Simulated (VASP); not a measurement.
Set up this calculation in VASP 6.6.1, as the native input.

```yaml
Task: single point
Functional: PBEsol
Potentials_or_basis: VASP PAW PBE potentials, release 64 (B, N)
Cutoff: 520 eV
k_mesh: 12 × 12 × 4
Occupations: gaussian, width 0.05 eV
Spin: no spin polarisation
Dipole_correction: no
Further_INCAR_settings: ALGO = Normal; EDIFF = 1e-07; NBANDS = 16
```

The structure of BN lies in POSCAR:

```
BN
1.0
    2.4833877636      0.0000000000      0.0000000000
   -1.2416938818      2.1506768907      0.0000000000
    0.0000000000      0.0000000000      7.3215238047
B N
2 2
Direct
    0.3333333333      0.6666666667      0.2500000000
    0.6666666667      0.3333333333      0.7500000000
    0.3333333333      0.6666666667      0.7500000000
    0.6666666667      0.3333333333      0.2500000000
```

This cell differs from its parent crystal: volume 9.776 Å^3 an atom, c/a of the conventional cell 2.9482.

These files were run (other wordings do the same):

INCAR

```
  PREC = Accurate
  ENCUT = 520
  EDIFF = 1E-7
  ISMEAR = 0
  SIGMA = 0.05
  LREAL = False
  LASPH = True
  NELM = 80
  ALGO = Normal
  ISIF = 2
  LWAVE = False
  LCHARG = True
  GGA = PS
  LELF = True
  LVHAR = True
  NBANDS = 16
```

KPOINTS

```
regular mesh
0
Gamma
  12 12 4
```

Potentials or basis: VASP PAW PBE potentials, release 64 (B, N).

Command:

```bash
$ cat potpaw_PBE.64/B/POTCAR potpaw_PBE.64/N/POTCAR > POTCAR
$ mpirun -np 1 vasp_std > vasp.out
```

It gave:

```yaml
Pressure: 5.9 GPa
Band_gap_on_the_k_mesh: 4.37 eV, indirect (least direct gap 4.67 eV)
```

Caveat: the PAW data sets were made with another functional, which shifts forces and pressure a little; this functional lacks dispersion, which binds the layers, so the pressure and a relaxed spacing across them are unreliable.

It took 23 s on 1 thread of Intel(R) Xeon(R) Platinum 8559C (Emerald Rapids), with other jobs on the host, peak memory 0.15 GiB.
